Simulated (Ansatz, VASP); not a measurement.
B6N in VASP and in Ansatz

```
CELL_PARAMETERS angstrom
2.72064 1.57076 4.07801
-2.72064 1.57076 4.07801
0.00000 -3.14153 4.07801
ATOMIC_POSITIONS crystal
B 0.67104 0.20344 0.20344
B 0.20344 0.20344 0.67104
B 0.20344 0.67104 0.20344
B 0.00091 0.33534 0.00091
B 0.00091 0.00091 0.33534
B 0.33534 0.00091 0.00091
B 0.79656 0.32896 0.79656
B 0.32896 0.79656 0.79656
B 0.79656 0.79656 0.32896
B 0.66466 0.99909 0.99909
B 0.99909 0.66466 0.99909
B 0.99909 0.99909 0.66466
N 0.37324 0.37324 0.37324
N 0.62676 0.62676 0.62676
```

Alike in both runs: functional PBE; k mesh 4 × 4 × 4; occupations gaussian, width 0.2 eV; no spin polarisation.

Ansatz relaxed the structure, and its values are those at the end. VASP's run is a single point on that final structure, the one shown.

|  | VASP | Ansatz |
| --- | --- | --- |
| version | VASP 6.6.1 | Ansatz 0.2.0 |
| potentials or method | VASP PAW PBE potentials, release 64 (B, N), cutoff 520 eV | scalar-relativistic, plane waves, PAW |
| valence electrons in the cell | 46 | 46 |

Ansatz gave:

* gap on the k mesh at the Fermi level (eV): none
* pressure (GPa): -0.1
* rms of the force components (eV/Å): 0.003

Estimate VASP's values.

gap on the k mesh at the Fermi level (eV): none; pressure (GPa): -0.1; rms of the force components (eV/Å): 0.005.

A gap of «none» marks a metal or a gap that the smearing closes.
